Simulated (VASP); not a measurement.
Set up this calculation in VASP 6.6.1, as the native input.

- Task: single point
- Functional: PBE
- Potentials or basis: VASP PAW PBE potentials, release 64 (Al, As)
- Cutoff: 500 eV
- k mesh: 8 × 8 × 8
- Occupations: gaussian, width 0.05 eV
- Spin: no spin polarisation
- Dipole correction: no
- Further INCAR settings: ALGO = Normal; EDIFF = 1e-06; NBANDS = 11

The structure of AlAs lies in POSCAR:

```
AlAs
1.0
    0.0000000000      2.6888800000      2.6888800000
    2.6888800000      0.0000000000      2.6888800000
    2.6888800000      2.6888800000      0.0000000000
Al As
1 1
Direct
    0.0000000000      0.0000000000      0.0000000000
    0.7500000000      0.7500000000      0.7500000000
```

This cell differs from its parent crystal: strain -0.050 along x and y, -0.050 along z.

These files were run (other wordings do the same):

INCAR

```
PREC = Accurate
ENCUT = 500
EDIFF = 1E-6
ISMEAR = 0
SIGMA = 0.05
LREAL = False
LASPH = True
NELM = 120
ALGO = Normal
ISIF = 2
LWAVE = False
LCHARG = True
GGA = PE
LELF = True
LVHAR = True
NBANDS = 11
GGA_COMPAT = False
```

KPOINTS

```
Automatic mesh
0
Gamma
  8 8 8
```

Potentials or basis: VASP PAW PBE potentials, release 64 (Al, As).

Run with:

```sh
$ cat potpaw_PBE.64/Al/POTCAR potpaw_PBE.64/As/POTCAR > POTCAR
$ mpirun -np 1 vasp_std > vasp.out
```

Results of the run:

```yaml
Pressure: 19.4 GPa
Band_gap_on_the_k_mesh: 1.12 eV, indirect (least direct gap 3.34 eV)
```

Caveat: the cell differs from its parent crystal (strain -0.050 along x and y, -0.050 along z).

It took 14 s on 1 thread of Intel(R) Xeon(R) Platinum 8175M CPU @ 2.50GHz (Skylake/Cascade Lake) (shared host), peak memory 0.15 GiB.
